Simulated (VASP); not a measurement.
A run of VASP 6.6.1 is set up as follows.

The input INCAR:

```
ALGO     = Normal         # electronic algorithm
EDIFF    = 1E-6           # SCF threshold, eV
ENCUT    = 520            # plane-wave cutoff, eV
GGA      = PS             # functional
ISIF     = 2              # what is computed and relaxed
ISMEAR   = 0              # smearing method
LASPH    = T              # aspherical terms in the spheres
LCHARG   = F              # write CHGCAR
LREAL    = F              # projectors in reciprocal space
LWAVE    = F              # write WAVECAR
NBANDS   = 16             # bands
NELM     = 80             # most SCF steps
PREC     = Accurate       # precision mode
SIGMA    = 0.05           # smearing width, eV
```

The input KPOINTS:

```
k-points
0
Gamma
  9 9 6
```

Contents of POSCAR:

```
AlN
1.0
    3.3609000000      0.0000000000      0.0000000000
   -1.6804500000      2.9106247796      0.0000000000
    0.0000000000      0.0000000000      4.3056000000
Al N
2 2
Direct
    0.3333333333      0.6666666667      0.7500000000
    0.6666666667      0.3333333333      0.2500000000
    0.3333333333      0.6666666667      0.2500000000
    0.6666666667      0.3333333333      0.7500000000
```

Potentials or basis: VASP PAW PBE potentials, release 64 (Al, N).

The run is started by

```console
$ cat potpaw_PBE.64/Al/POTCAR potpaw_PBE.64/N/POTCAR > POTCAR
$ mpirun -np 1 vasp_std > vasp.out
```

Predict the band gap on the k mesh.

2.72 eV.

What does it give for the pressure?

-13.4 GPa.

Stress tensor (GPa, compression positive):
```
-13.37   0.00   0.00
  0.00 -13.37   0.00
  0.00   0.00 -13.55
```

Caveat: the cell stands under tension; the PAW data sets were made with another functional, which shifts forces and pressure a little.
